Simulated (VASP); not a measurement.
# Be3Nb2P4 (Fmmm) in VASP: notebook, part 2 of 2

VASP 6.6.1. Earlier steps stand in the parts before.

### 3 Single point, PBE

This run uses another cell than the first one, of 15.16 Å³/atom, 1.216 times its volume.

INCAR reads:

```
PREC = Accurate ; ENCUT = 520
EDIFF = 1E-6 ; ISMEAR = 0
SIGMA = 0.1 ; LREAL = F
LASPH = T ; NELM = 100
ALGO = Normal ; ISIF = 2
LWAVE = F ; LCHARG = F
GGA = PE ; NBANDS = 36
```

KPOINTS reads:

```
regular mesh
0
Gamma
  4 4 4
```

POSCAR reads:

```
Be3Nb2P4
1.0
    0.0000000000      4.5524354000      5.6252576400
    2.6637317500      0.0000000000      5.6252576400
    2.6637317500      4.5524354000      0.0000000000
Be Nb P
3 2 4
Direct
    0.5000000000      0.5000000000      0.0000000000
    0.0000000000      0.0000000000      0.0000000000
    0.0000000000      0.0000000000      0.5000000000
    0.6462636000      0.6462636000      0.3537364000
    0.3537364000      0.3537364000      0.6462636000
    0.0566572200      0.7213589400      0.2786410600
    0.7213589400      0.0566572200      0.9433427800
    0.9433427800      0.2786410600      0.7213589400
    0.2786410600      0.9433427800      0.0566572200
```

Potentials or basis: VASP PAW PBE potentials, release 64 (Be, Nb_sv, P).

The run is started by

```
$ cat potpaw_PBE.64/Be/POTCAR potpaw_PBE.64/Nb_sv/POTCAR potpaw_PBE.64/P/POTCAR > POTCAR
$ mpirun -np 1 vasp_std > vasp.out
```

OUTCAR:

```text
PREC = Accurate
   ENCUT = 520
   EDIFF = 1E-6
   ISMEAR = 0
   LREAL = F
   LASPH = T
   NELM = 100
   ISIF = 2
   GGA = PE

 ion  position               nearest neighbor table
   1  0.500  0.500  0.000-   6 1.97   7 1.97   8 1.97   9 1.97
   2  0.000  0.000  0.000-   6 1.97   7 1.97   8 1.97   9 1.97
   3  0.000  0.000  0.500-   6 1.97   7 1.97   8 1.97   9 1.97
   4  0.646  0.646  0.354-
   5  0.354  0.354  0.646-
   6  0.057  0.721  0.279-   2 1.97   1 1.97   3 1.97   9 2.50
   7  0.721  0.057  0.943-   2 1.97   1 1.97   3 1.97   8 2.50
   8  0.943  0.279  0.721-   2 1.97   1 1.97   3 1.97   7 2.50
   9  0.279  0.943  0.057-   2 1.97   1 1.97   3 1.97   6 2.50

  LATTYP: Found a face centered orthorhombic cell.
 ALAT       =     5.3274635000
 B/A-ratio  =     1.7090442384
 C/A-ratio  =     2.1117958443

  Lattice vectors:

 A1 = (   0.0000000000,   4.5524354000,   5.6252576400)
 A2 = (   2.6637317500,   0.0000000000,   5.6252576400)
 A3 = (   2.6637317500,   4.5524354000,   0.0000000000)

Analysis of symmetry for initial positions (statically):
[... 186 lines left out ...]
 Fermi energy:         7.9067887672

 k-point     1 :       0.0000    0.0000    0.0000
  band No.  band energies     occupation
      1     -47.7718      2.00000
      2     -47.7565      2.00000
      3     -23.9054      2.00000
      4     -23.8838      2.00000
      5     -23.8439      2.00000
      6     -23.8003      2.00000
[... 691 lines left out ...]
     35      10.4012      0.00000
     36      10.9171      0.00000

------------------------ aborting loop because EDIFF is reached ----------------------------------------

  FORCE on cell =-STRESS in cart. coord.  units (eV):
  Direction    XX          YY          ZZ          XY          YZ          ZX
  --------------------------------------------------------------------------------------
  -------------------------------------------------------------------------------------
  Total       -1.3170029     -3.1808415     13.1375509     -0.0000000      0.0000000      0.0000000
  in kB      -15.4664491    -37.3547573    154.2830801     -0.0000000      0.0000000      0.0000000
  external PRESSURE =      33.8206246 kB  Pullay stress =       0.0000000 kB

 VOLUME and BASIS-vectors are now :
 -----------------------------------------------------------------------------
  energy-cutoff  :      520.00
  volume of cell :      136.43
      direct lattice vectors                 reciprocal lattice vectors
     0.000000000  4.552435400  5.625257640    -0.187706589  0.109831322  0.088884818
     2.663731750  0.000000000  5.625257640     0.187706589 -0.109831322  0.088884818
     2.663731750  4.552435400  0.000000000     0.187706589  0.109831322 -0.088884818

 POSITION                                       TOTAL-FORCE (eV/Angst)
 -----------------------------------------------------------------------------------
      1.33187      2.27622      5.62526         0.000000      0.000000      0.000000
      0.00000      0.00000      0.00000        -0.000000      0.000000      0.000000
      1.33187      2.27622      0.00000         0.000000      0.000000      0.000000
      2.66373      4.55244      7.27080        -0.000000      0.000000     -0.307211
      2.66373      4.55244      3.97972        -0.000000      0.000000      0.307211
      2.66373      1.52642      4.37654        -0.000000     -0.711777     -6.301624
      2.66373      7.57845      4.37654        -0.000000      0.711777     -6.301624
      2.66373      7.57845      6.87397        -0.000000      0.711777      6.301624
      2.66373      1.52642      6.87397        -0.000000     -0.711777      6.301624
 -----------------------------------------------------------------------------------
    total drift:                                0.000000      0.000000      0.000000

  FREE ENERGIE OF THE ION-ELECTRON SYSTEM (eV)
  ---------------------------------------------------
  free  energy   TOTEN  =       -47.0055240680 eV

  energy  without entropy=      -46.9761804609  energy(sigma->0) =      -46.99085226
```

OSZICAR:

```text
N       E                     dE             d eps       ncg     rms          rms(c)
DAV:   1     0.390456784871E+03    0.39046E+03   -0.25615E+04  1296   0.135E+03
DAV:   2    -0.212522591907E+02   -0.41171E+03   -0.39992E+03  1680   0.429E+02
DAV:   3    -0.547513052612E+02   -0.33499E+02   -0.32851E+02  2120   0.988E+01
DAV:   4    -0.571017040779E+02   -0.23504E+01   -0.23227E+01  2264   0.233E+01
DAV:   5    -0.571810599842E+02   -0.79356E-01   -0.78999E-01  2064   0.357E+00    0.184E+01
DAV:   6    -0.526822945615E+02    0.44988E+01   -0.11996E+02  1976   0.336E+01    0.147E+01
DAV:   7    -0.470544155958E+02    0.56279E+01   -0.37566E+01  2092   0.287E+01    0.649E+00
DAV:   8    -0.470168358153E+02    0.37580E-01   -0.23669E+00  1704   0.684E+00    0.271E+00
DAV:   9    -0.470076730808E+02    0.91627E-02   -0.40341E-01  2352   0.308E+00    0.116E+00
DAV:  10    -0.470069952714E+02    0.67781E-03   -0.26341E-02  1880   0.797E-01    0.422E-01
DAV:  11    -0.470053492158E+02    0.16461E-02   -0.96624E-03  2000   0.511E-01    0.175E-01
DAV:  12    -0.470055919822E+02   -0.24277E-03   -0.14103E-03  2048   0.229E-01    0.624E-02
DAV:  13    -0.470055295291E+02    0.62453E-04   -0.12360E-04  2064   0.747E-02    0.335E-02
DAV:  14    -0.470055237357E+02    0.57935E-05   -0.41194E-05  2300   0.377E-02    0.943E-03
DAV:  15    -0.470055240680E+02   -0.33231E-06   -0.44445E-06  1704   0.119E-02
   1 F= -.47005524E+02 E0= -.46990852E+02  d E =-.293436E-01
```

Run time: 67 s. Hardware: 1 thread of Intel Xeon 6975P-C (Granite Rapids), shared host; peak memory 0.34 GiB.

Results:

```
Free energy            : -47.0055 eV
Pressure               : 3.4 GPa
Largest force          : 6.342 eV/Å
Band gap on the k mesh : zero (band 26 reaches 8.24 eV, above the bottom of band 27 at 7.59 eV)
```

Forces on the atoms (eV/Å):
```
Be   0.000  0.000  0.000
Be   0.000  0.000  0.000
Be   0.000  0.000  0.000
Nb   0.000  0.000 -0.307
Nb   0.000  0.000  0.307
P    0.000 -0.712 -6.302
P    0.000  0.712 -6.302
P    0.000  0.712  6.302
P    0.000 -0.712  6.302
```

Caveat: the k points lie up to 0.37 Å⁻¹ apart; forces of over 1 eV/Å act on the atoms, so gaps and moduli don't describe the material at rest.

### 4 Relaxation of cell and atoms, PBE

This run uses another cell than the first one, of 15.16 Å³/atom, 1.216 times its volume.

INCAR reads:

```
SYSTEM = Be3Nb2P4
ALGO     = Normal         ! electronic algorithm
EDIFF    = 1E-6           ! SCF threshold, eV
EDIFFG   = -0.04          ! ionic threshold
ENCUT    = 600            ! plane-wave cutoff, eV
GGA      = PE             ! functional
IBRION   = 2              ! ionic algorithm
ISIF     = 3              ! what is computed and relaxed
ISMEAR   = 0              ! smearing method
LASPH    = .True.         ! aspherical terms in the spheres
LCHARG   = .False.        ! write CHGCAR
LREAL    = .False.        ! projectors in reciprocal space
LWAVE    = .False.        ! write WAVECAR
NELM     = 80             ! most SCF steps
NSW      = 90             ! ionic steps
PREC     = Accurate       ! precision mode
SIGMA    = 0.1            ! smearing width, eV
```

KPOINTS reads:

```
k-points
0
Gamma
  4 4 4
  0 0 0
```

POSCAR is that of step 3.

The run is started by

```
$ cat potpaw_PBE.64/Be/POTCAR potpaw_PBE.64/Nb_sv/POTCAR potpaw_PBE.64/P/POTCAR > POTCAR
$ mpirun -np 1 vasp_std > vasp.out
```

It took 7.7 min on 1 thread of Intel Xeon 6975P-C (Granite Rapids), shared host; peak memory 0.42 GiB.

The run converged. Its results:

```
Free energy                            : -55.4635 eV
Relaxed volume                         : 12.45 Å³/atom
Relaxed cell                           : a = 7.171 Å, b = 6.321 Å, c = 4.715 Å, α = 79.59°, β = 60.11°, γ = 40.30°
Space group after relaxing (to 0.05 Å) : Fmmm (No. 69)
Energy gained by relaxing              : 939.7 meV/atom
Ionic steps                            : 10
Pressure after relaxing                : 0.1 GPa
Largest force after relaxing           : 0.012 eV/Å
Band gap on the k mesh                 : zero (band 26 reaches 11.69 eV, above the bottom of band 27 at 10.65 eV)
```

Forces on the atoms (eV/Å):
```
Be   0.000  0.000  0.000
Be   0.000  0.000  0.000
Be   0.000  0.000  0.000
Nb   0.000  0.000  0.011
Nb   0.000  0.000 -0.011
P    0.000 -0.012  0.003
P    0.000  0.012  0.003
P    0.000  0.012 -0.003
P    0.000 -0.012 -0.003
```

Stress tensor (GPa, compression positive):
```
 0.42  0.00  0.00
 0.00 -0.22  0.00
 0.00  0.00  0.15
```

Step by step:
```csv
step,energy change (eV),largest force (eV/Å),pressure (GPa),volume (Å³)
1,0.0000,6.3414,3.39,136.43
2,-5.2476,1.4975,-17.70,142.56
3,-5.4154,0.8472,-19.57,143.55
4,-8.0002,1.3657,4.73,108.52
5,-8.1766,0.9084,-3.16,114.25
6,-8.4086,0.5564,0.77,111.23
7,-8.4161,0.4612,1.75,110.56
8,-8.4468,0.2163,-0.43,112.27
9,-8.4472,0.1840,-0.71,112.52
10,-8.4577,0.0120,0.12,112.02
```

Final structure:
```
Be Nb P
1.0
     0.00000    4.10504    5.88013
     2.32038    0.00000    5.88013
     2.32038    4.10504    0.00000
Be Nb P
3 2 4
Cartesian
  1.1602 2.0525 5.8801
  2.3204 0.0000 5.8801
  3.4806 2.0525 5.8801
  2.3204 4.1050 7.7095
  2.3204 4.1050 4.0508
  2.3204 1.3451 4.0875
  2.3204 6.8650 4.0875
  2.3204 6.8650 7.6728
  2.3204 1.3451 7.6728
```

Levels at points of the mesh, in eV from the Fermi level:
```
           k point  band 23  band 24  band 25  band 26  band 27  band 28  band 29  band 30
(0.00, 0.00, 0.00)    -2.32    -1.74    -1.16    -0.57     0.62     1.06     1.98     2.19
(0.50, 0.00, 0.00)    -2.50    -0.90    -0.51    -0.21     0.54     0.94     1.24     1.39
(0.50, 0.50, 0.00)    -2.74    -1.09    -0.44     0.79     0.91     0.93     1.44     1.46
(0.50, 0.00, 0.50)    -1.47    -1.39    -1.38    -0.46    -0.25     0.01     1.36     1.69
(0.00, 0.50, 0.50)    -2.47    -1.69    -1.25    -0.26     0.02     0.06     1.02     1.66
```

Caveat: the k points lie up to 0.41 Å⁻¹ apart in the final cell; the volume moved by over 15 % at a fixed basis, so the end points are rough.

### 5 Single point, PBE, collinear spin, ferromagnetic start

INCAR reads:

```
PREC = Accurate ; ENCUT = 520
EDIFF = 1E-6 ; ISMEAR = 0
SIGMA = 0.1 ; LREAL = False
LASPH = True ; NELM = 150
ALGO = Normal ; ISIF = 2
LWAVE = False ; LCHARG = False
ISPIN = 2 ; MAGMOM = 0 0 0 1 1 0 0 0 0
LORBIT = 11 ; LMAXMIX = 4
GGA = PE ; NBANDS = 40
```

KPOINTS reads:

```
regular mesh
0
Gamma
  4 4 4
```

POSCAR reads:

```
Be3Nb2P4
1.0
    0.0000000000      4.1104077727      5.8706256393
    2.3245284051      0.0000000000      5.8706256393
    2.3245284051      4.1104077727      0.0000000000
Be Nb P
3 2 4
Direct
    0.5000000000      0.5000000000      0.0000000000
    0.0000000000      0.0000000000      0.0000000000
    0.0000000000      0.0000000000      0.5000000000
    0.6559174506      0.6559174506      0.3440825494
    0.3440825494      0.3440825494      0.6559174506
    0.0108105550      0.6844767802      0.3155232198
    0.6844767802      0.0108105550      0.9891894450
    0.9891894450      0.3155232198      0.6844767802
    0.3155232198      0.9891894450      0.0108105550
```

The run is started by

```
$ cat potpaw_PBE.64/Be/POTCAR potpaw_PBE.64/Nb_sv/POTCAR potpaw_PBE.64/P/POTCAR > POTCAR
$ mpirun -np 1 vasp_std > vasp.out
```

It took 2.4 min on 1 thread of Intel Xeon 6975P-C (Granite Rapids), shared host; peak memory 0.42 GiB.

The run converged. Its results:

| Property | Result |
| --- | --- |
| Free energy | -55.4591 eV |
| Pressure | 0.0 GPa |
| Largest force | 0.015 eV/Å |
| Band gap on the k mesh | zero (filled and empty bands overlap) |
| Net moment | 0.00 μB per cell |
| Valence electrons inside the program's atomic spheres | Be 1.03, 1.06; Nb 10.63; P 2.49 |

Forces on the atoms (eV/Å):
```
Be   0.000  0.000  0.000
Be   0.000  0.000  0.000
Be   0.000  0.000  0.000
Nb   0.000  0.000 -0.015
Nb   0.000  0.000  0.015
P    0.000  0.013 -0.008
P    0.000 -0.013 -0.008
P    0.000 -0.013  0.008
P    0.000  0.013  0.008
```

Stress tensor (GPa, compression positive):
```
 0.08  0.00  0.00
 0.00 -0.13  0.00
 0.00  0.00  0.06
```

Levels at points of the mesh, in eV from the Fermi level:
Spin up:
| k point | band 24 | band 25 | band 26 | band 27 | band 28 | band 29 |
| --- | --- | --- | --- | --- | --- | --- |
| (0.00, 0.00, 0.00) | -1.73 | -1.16 | -0.60 | 0.64 | 1.05 | 1.96 |
| (0.50, 0.00, 0.00) | -0.92 | -0.52 | -0.19 | 0.52 | 0.91 | 1.22 |
| (0.50, 0.50, 0.00) | -1.14 | -0.43 | 0.79 | 0.91 | 0.91 | 1.43 |
| (0.50, 0.00, 0.50) | -1.41 | -1.37 | -0.49 | -0.21 | 0.07 | 1.35 |
| (0.00, 0.50, 0.50) | -1.68 | -1.27 | -0.27 | 0.00 | 0.01 | 1.02 |
Spin down:
```csv
k point,band 24,band 25,band 26,band 27,band 28,band 29
"(0.00, 0.00, 0.00)",-1.73,-1.16,-0.60,0.64,1.05,1.96
"(0.50, 0.00, 0.00)",-0.92,-0.52,-0.19,0.52,0.91,1.22
"(0.50, 0.50, 0.00)",-1.14,-0.43,0.79,0.91,0.91,1.43
"(0.50, 0.00, 0.50)",-1.41,-1.37,-0.49,-0.21,0.07,1.35
"(0.00, 0.50, 0.50)",-1.68,-1.27,-0.27,0.00,0.01,1.02
```

Caveat: the k points lie up to 0.41 Å⁻¹ apart.

### 6 The runs side by side

```csv
task,spin,cell,cutoff (eV),gap on the mesh (eV),pressure (GPa),largest force (eV/Å)
single point,off,"a = 7.167, b = 6.314, c = 4.722 Å, angles 79.6, 60.0, 40.4°, 9 atoms",520,none,0.0,0.01
single point,off,"a = 7.237, b = 6.224, c = 5.274 Å, angles 77.5, 57.1, 45.4°, 9 atoms",520,none,3.4,6.34
relaxation of cell and atoms,off,"relaxed from a = 7.237, b = 6.224, c = 5.274 Å, angles 77.5, 57.1, 45.4°, 9 atoms",600,none,0.1,0.01
single point,"collinear, ferromagnetic start","a = 7.167, b = 6.314, c = 4.722 Å, angles 79.6, 60.0, 40.4°, 9 atoms",520,none,0.0,0.01
```

Alike in all rows: level PBE; potentials or basis VASP PAW PBE potentials, release 64 (Be, Nb_sv, P); k mesh 4 × 4 × 4; smearing gaussian 0.1 eV.

Caveats: all runs use coarse meshes; forces of over 1 eV/Å act on the atoms, so gaps and moduli don't describe the material at rest (some runs); the volume moved by over 15 % at a fixed basis, so the end points are rough (some runs).

Absolute energies hang on the potentials; compare differences alone.
